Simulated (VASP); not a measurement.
Wanted: the native input for a VASP 6.6.1 run.

- Task: relaxation of cell and atoms
- Functional: PBE
- Potentials or basis: VASP PAW PBE potentials, release 64 (Ir, Rh_pv)
- Cutoff: 500 eV
- k mesh: 18 × 18 × 4
- Occupations: gaussian, width 0.1 eV
- Spin: no spin polarisation
- Dipole correction: no
- Further INCAR settings: ALGO = Normal; EDIFF = 1e-07; IBRION = 2; EDIFFG = -0.01; NSW = 100; ISIF = 3

The structure of IrRh2 lies in POSCAR:

```
IrRh2
1.0
    2.7528481333      0.0000000000      0.0000000000
   -1.3764240667      2.3840364162      0.0000000000
    0.0000000000      0.0000000000     13.0587196134
Ir Rh
2 4
Direct
    0.3333333333      0.6666666667      0.4166765563
    0.6666666667      0.3333333333      0.5833234437
    0.3333333333      0.6666666667      0.7504226606
    0.3333333333      0.6666666667      0.0824984823
    0.6666666667      0.3333333333      0.9175015177
    0.6666666667      0.3333333333      0.2495773394
```

These files were run (other wordings do the same):

INCAR

```
PREC     = Accurate       # precision mode
ENCUT    = 500            # plane-wave cutoff, eV
EDIFF    = 1E-7           # SCF threshold, eV
ISMEAR   = 0              # smearing method
SIGMA    = 0.1            # smearing width, eV
LREAL    = F              # projectors in reciprocal space
LASPH    = T              # aspherical terms in the spheres
NELM     = 120            # most SCF steps
ALGO     = Normal         # electronic algorithm
ISIF     = 3              # what is computed and relaxed
LWAVE    = F              # write WAVECAR
LCHARG   = F              # write CHGCAR
GGA      = PE             # functional
IBRION   = 2              # ionic algorithm
NSW      = 100            # ionic steps
EDIFFG   = -0.01          # ionic threshold
GGA_COMPAT= F            
NELMIN   = 4
```

KPOINTS

```
Automatic mesh
0
Gamma
  18 18 4
```

Potentials or basis: VASP PAW PBE potentials, release 64 (Ir, Rh_pv).

Run with:

```console
$ cat potpaw_PBE.64/Ir/POTCAR potpaw_PBE.64/Rh_pv/POTCAR > POTCAR
$ mpirun -np 1 vasp_std > vasp.out
```

Results of the run:

| Quantity | Value |
| --- | --- |
| Relaxed volume | 14.27 Å³/atom |
| Relaxed cell | a = 2.734 Å, b = 2.734 Å, c = 13.226 Å, α = 90.00°, β = 90.00°, γ = 120.00° |
| Space group after relaxing (to 0.1 Å) | P-3m1 (No. 164) |
| Energy gained by relaxing | 3.7 meV/atom |
| Ionic steps | 9 |
| Pressure after relaxing | 0.0 GPa |
| Largest force after relaxing | 0.010 eV/Å |
| Band gap on the k mesh | zero (bands 39 and 40 overlap by 2.23 eV) |

Caveat: the highest band is partly filled, so the run has too few bands; spin-orbit coupling is left out, which moves the levels of the heavy elements.

Run time: 54 min on 1 thread of Intel(R) Xeon(R) Platinum 8259CL CPU @ 2.50GHz (Skylake/Cascade Lake), with other jobs on the host, peak memory 0.5 GiB.
